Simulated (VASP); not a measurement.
# HgTe (F-43m) in VASP: single point with PBE

Aim: the single point of HgTe with PBE.

Everything below comes from runs of VASP 6.6.1. Logs are shortened: lines on timing, memory, paths and dates and some standing lists are left out, and cuts for length are marked.

## Step 1: The cell of the first run

The structure is cubic, space group F-43m (No. 216). Conventional cell: a = 6.652 Å, b = 6.652 Å, c = 6.652 Å, α = 90.00°, β = 90.00°, γ = 90.00°. Within 3.8 Å of Hg (site symmetry -43m) lie 4 Te at 2.88 Å. Te (site symmetry -43m) has 4 Hg at 2.88 Å within 3.8 Å.

## Step 2: Single point, PBE

INCAR

```
SYSTEM = HgTe
PREC = Accurate
ENCUT = 500
EDIFF = 1E-6
ISMEAR = 0
SIGMA = 0.1
LREAL = .False.
LASPH = .True.
NELM = 120
ALGO = Normal
ISIF = 2
LWAVE = .False.
LCHARG = .False.
GGA = PE
NBANDS = 26
GGA_COMPAT = .False.
```

KPOINTS

```
regular mesh
0
Gamma
  12 12 8
  0 0 0
```

POSCAR

```
HgTe
1.0
    3.3262218529      3.3262218529      0.0000000000
   -3.3262218529      3.3262218529      0.0000000000
    0.0000000000      0.0000000000      6.6524437058
Hg Te
2 2
Direct
    0.0000000000      0.0000000000      0.0000000000
    0.5000000000      0.5000000000      0.5000000000
    0.5000000000      0.0000000000      0.7500000000
    0.0000000000      0.5000000000      0.2500000000
```

Potentials or basis: VASP PAW PBE potentials, release 64 (Hg, Te).

Started as:

```console
cat potpaw_PBE.64/Hg/POTCAR potpaw_PBE.64/Te/POTCAR > POTCAR
mpirun -np 1 vasp_std > vasp.out
```

OUTCAR:

```text
SYSTEM = HgTe
   PREC = Accurate
   ENCUT = 500
   EDIFF = 1E-6
   ISMEAR = 0
   LREAL = .False.
   LASPH = .True.
   NELM = 120
   ISIF = 2
   GGA = PE

 ion  position               nearest neighbor table
   1  0.000  0.000  0.000-   3 2.88   4 2.88   4 2.88   3 2.88
   2  0.500  0.500  0.500-   3 2.88   4 2.88   3 2.88   4 2.88
   3  0.500  0.000  0.750-   1 2.88   2 2.88   2 2.88   1 2.88
   4  0.000  0.500  0.250-   1 2.88   2 2.88   1 2.88   2 2.88

  LATTYP: Found a simple tetragonal cell.
 ALAT       =     4.7039880558
 C/A-ratio  =     1.4142135624

  Lattice vectors:

 A1 = (   3.3262218529,   3.3262218529,   0.0000000000)
 A2 = (  -3.3262218529,   3.3262218529,   0.0000000000)
 A3 = (   0.0000000000,   0.0000000000,   6.6524437058)

Analysis of symmetry for initial positions (statically):
=====================================================================
 Subroutine PRICEL returns following result:

  LATTYP: Found a face centered cubic cell.
 ALAT       =     6.6524437058

  Lattice vectors:

 A1 = (   0.0000000000,  -3.3262218529,  -3.3262218529)
 A2 = (   3.3262218529,   0.0000000000,  -3.3262218529)
 A3 = (   3.3262218529,  -3.3262218529,  -0.0000000000)

   2 primitive cells build up your supercell.

 Routine SETGRP: Setting up the symmetry group for a
 simple tetragonal supercell.

 Subroutine GETGRP returns: Found  8 space group operations
 (whereof  8 operations were pure point group operations)
 out of a pool of 16 trial point group operations.

The static configuration has the point symmetry D_2d.

Analysis of symmetry for dynamics (positions and initial velocities):
=====================================================================
 Subroutine PRICEL returns following result:

  LATTYP: Found a face centered cubic cell.
 ALAT       =     6.6524437058

  Lattice vectors:

 A1 = (   0.0000000000,  -3.3262218529,  -3.3262218529)
 A2 = (   3.3262218529,   0.0000000000,  -3.3262218529)
 A3 = (   3.3262218529,  -3.3262218529,  -0.0000000000)

   2 primitive cells build up your supercell.

 Routine SETGRP: Setting up the symmetry group for a
 simple tetragonal supercell.

 Subroutine GETGRP returns: Found  8 space group operations
 (whereof  8 operations were pure point group operations)
 out of a pool of 16 trial point group operations.

[... 97 lines left out ...]
   LASPH  =      T    aspherical Exc in radial PAW
   ENCUT  =  500.0 eV  36.75 Ry    6.06 a.u.   8.58  8.58 12.13*2*pi/ulx,y,z
   NELM   =    120;   NELMIN=  2; NELMDL= -5     # of ELM steps
   EDIFF  = 0.1E-05   stopping-criterion for ELM
   LREAL  =      F    real-space projection
   EDIFFG = 0.1E-04   stopping-criterion for IOM
   NSW    =      0    number of steps for IOM
   IBRION =     -1    ionic relax: 0-MD 1-quasi-New 2-CG
   NFREE  =      0    steps in history (QN), initial steepest desc. (CG)
   ISIF   =      2    stress and relaxation
   ISYM   =      2    0-nonsym 1-usesym 2-fastsym
   POTIM  = 0.5000    time-step for ionic-motion
   TEBEG  =    0.0;   TEEND  =   0.0 temperature during run
   PSTRESS=    0.0 pullay stress
   NELECT =      36.0000    total number of electrons
   NUPDOWN=      -1.0000    fix difference up-down
   EMIN   =  10.00;   EMAX   =-10.00  energy-range for DOS
   EFERMI =   0.00;   METHOD = LEGACY
   ISMEAR =     0;   SIGMA  =   0.10  broadening in eV -4-tet -1-fermi 0-gaus
   EFERMI_NEDOS =   21; number of points for ismear=-14 and -15
   IALGO  =     38    algorithm
   IMIX   =      4    mixing-type and parameters
     AMIX     =   0.40;   BMIX     =  1.00
     AMIX_MAG =   1.60;   BMIX_MAG =  1.00
  volume/ion in A,a.u.               =      36.80       248.34
  Fermi-wavevector in a.u.,A,eV,Ry     =   1.023775  1.934654 14.260469  1.048115
  Thomas-Fermi vector in A             =   2.157526
   LORBIT       =      0    0 simple, 1 ext, 2 COOP (PROOUT), +10 PAW based schemes
   GGA     = PE    functional components
   LHFCALC =     F    Hartree Fock is set to
   AEXX    =    0.0000 exact exchange contribution
   IVDW    =     0    specifies the selected vdW correction
   LEPSILON=     F    determine dielectric tensor
   LRPA    =     F    only Hartree local field effects (RPA)
 non-spin polarized calculation
 Gauss-broadening in eV      SIGMA  =   0.10
  energy-cutoff  :      500.00
  volume of cell :      147.20
 maximum number of plane-waves:      3784
 NGX is ok and might be reduce to    36
   NGX = 17   NGY = 17   NGZ = 25

 number of electron      36.0000001 magnetization

 Free energy of the ion-electron system (eV)
  ---------------------------------------------------
  ext. energy  EPLUGINS =         0.00000000
  ---------------------------------------------------
  free energy    TOTEN  =        -7.30409856 eV

  energy without entropy =       -7.30385146  energy(sigma->0) =       -7.30397501

 E-fermi :   2.3041     XC(G=0):  -8.3546

 val. band max:        2.2271500398   @ k =   0.0000   0.0000   0.0000
 cond. band min:       2.5168550096   @ k =   0.0833   0.0000   0.0000
 fundamental gap:      0.2897049698
 Fermi energy:         2.3041432858

 k-point     1 :       0.0000    0.0000    0.0000
  band No.  band energies     occupation
      1      -9.1819      2.00000
      2      -8.5490      2.00000
      3      -4.6607      2.00000
      4      -4.6607      2.00000
      5      -4.6607      2.00000
      6      -4.4787      2.00000
[... 685 lines left out ...]
     25       9.6613      0.00000
     26       9.7816      0.00000

 [... further k-points ...]

------------------------ aborting loop because EDIFF is reached ----------------------------------------

  FORCE on cell =-STRESS in cart. coord.  units (eV):
  Direction    XX          YY          ZZ          XY          YZ          ZX
  --------------------------------------------------------------------------------------
  -------------------------------------------------------------------------------------
  Total        0.0165481      0.0165481      0.0149468      0.0000000      0.0000000      0.0000000
  in kB        0.1801134      0.1801134      0.1626841      0.0000000      0.0000000      0.0000000
  external PRESSURE =       0.1743037 kB  Pullay stress =       0.0000000 kB

 VOLUME and BASIS-vectors are now :
 -----------------------------------------------------------------------------
  energy-cutoff  :      500.00
  volume of cell :      147.20
      direct lattice vectors                 reciprocal lattice vectors
     3.326221853  3.326221853  0.000000000     0.150320701  0.150320701  0.000000000
    -3.326221853  3.326221853  0.000000000    -0.150320701  0.150320701  0.000000000
     0.000000000  0.000000000  6.652443706     0.000000000  0.000000000  0.150320701

 POSITION                                       TOTAL-FORCE (eV/Angst)
 -----------------------------------------------------------------------------------
      0.00000      0.00000      0.00000         0.000000      0.000000      0.000000
      0.00000      3.32622      3.32622        -0.000000     -0.000000     -0.000000
      1.66311      1.66311      4.98933         0.000000      0.000000      0.000000
     -1.66311      1.66311      1.66311         0.000000      0.000000      0.000000
 -----------------------------------------------------------------------------------
    total drift:                               -0.000000      0.000000      0.000000

  FREE ENERGIE OF THE ION-ELECTRON SYSTEM (eV)
  ---------------------------------------------------
  free  energy   TOTEN  =        -7.3040985562 eV

  energy  without entropy=       -7.3038514571  energy(sigma->0) =       -7.30397501
```

OSZICAR:

```text
N       E                     dE             d eps       ncg     rms          rms(c)
DAV:   1     0.225106706991E+03    0.22511E+03   -0.15244E+04  7280   0.115E+03
DAV:   2     0.398846350179E+01   -0.22112E+03   -0.21251E+03  7870   0.272E+02
DAV:   3    -0.754567950636E+01   -0.11534E+02   -0.11450E+02  8578   0.617E+01
DAV:   4    -0.770376314249E+01   -0.15808E+00   -0.15796E+00  9268   0.639E+00
DAV:   5    -0.770530487279E+01   -0.15417E-02   -0.15417E-02  8452   0.680E-01    0.890E+00
DAV:   6    -0.731137532132E+01    0.39393E+00   -0.90267E-01  7904   0.971E+00    0.717E+00
DAV:   7    -0.730623705376E+01    0.51383E-02   -0.29352E-01  7880   0.276E+00    0.268E+00
DAV:   8    -0.730396666280E+01    0.22704E-02   -0.32274E-02  7548   0.165E+00    0.688E-01
DAV:   9    -0.730412122241E+01   -0.15456E-03   -0.37965E-03  8182   0.601E-01    0.187E-01
DAV:  10    -0.730407852275E+01    0.42700E-04   -0.35985E-04  7522   0.178E-01    0.617E-02
DAV:  11    -0.730410728697E+01   -0.28764E-04   -0.24158E-04  7692   0.115E-01    0.486E-02
DAV:  12    -0.730410047690E+01    0.68101E-05   -0.25081E-05  7920   0.442E-02    0.363E-02
DAV:  13    -0.730409797079E+01    0.25061E-05   -0.17702E-05  7894   0.282E-02    0.204E-02
DAV:  14    -0.730409855621E+01   -0.58543E-06   -0.32921E-06  6320   0.110E-02
   1 F= -.73040986E+01 E0= -.73039750E+01  d E =-.247099E-03
```

Wall time 12 min (1 thread of Oxide Virtual Turin-like, shared host); peak memory 0.53 GiB.

What came out:

* Free energy: -7.3041 eV
* Pressure: 0.0 GPa
* Band gap on the k mesh: zero (filled and empty bands touch)

Caveat: semilocal functionals underestimate gaps, and a narrow one can read as zero; spin-orbit coupling is left out, which moves the levels of the heavy elements.

The gap in the log of VASP goes by the Fermi energy; the results here count the filled bands.